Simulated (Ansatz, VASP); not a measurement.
## One calculation of Au, two programs

```
Au
1.0
     0.00000    2.04550    2.20914
     2.04550    0.00000    2.20914
     2.04550    2.04550    0.00000
Au
1
Direct
  0.00000 0.00000 0.00000
```

Change from the starting cell: strain +0.000 along x and y, +0.080 along z, atoms carried along.

Alike in both runs: task single point; functional PBE; k mesh 20 × 20 × 20; occupations gaussian, width 0.15 eV; no spin polarisation.

```csv
,VASP,Ansatz
version,VASP 6.6.1,Ansatz 0.2.0
potentials or method,"VASP PAW PBE potentials, release 64 (Au), cutoff 520 eV","scalar-relativistic, plane waves, PAW"
valence electrons in the cell,11,19
```

Ansatz gave:

- gap on the k mesh at the Fermi level (eV): none
- pressure (GPa): -3.4
- traceless stress, the component that is largest in VASP (GPa): -1.47

Question: Which values does VASP return?

Answer: gap on the k mesh at the Fermi level (eV): none; pressure (GPa): -3.6; traceless stress, the component that is largest in VASP (GPa): -1.48.

A gap of «none» marks a metal or a gap that the smearing closes. VASP's potentials hold 11 valence electrons a cell and Ansatz's 19, so a difference there can come from the potentials and not from the codes.

Neither program's run includes spin-orbit coupling.
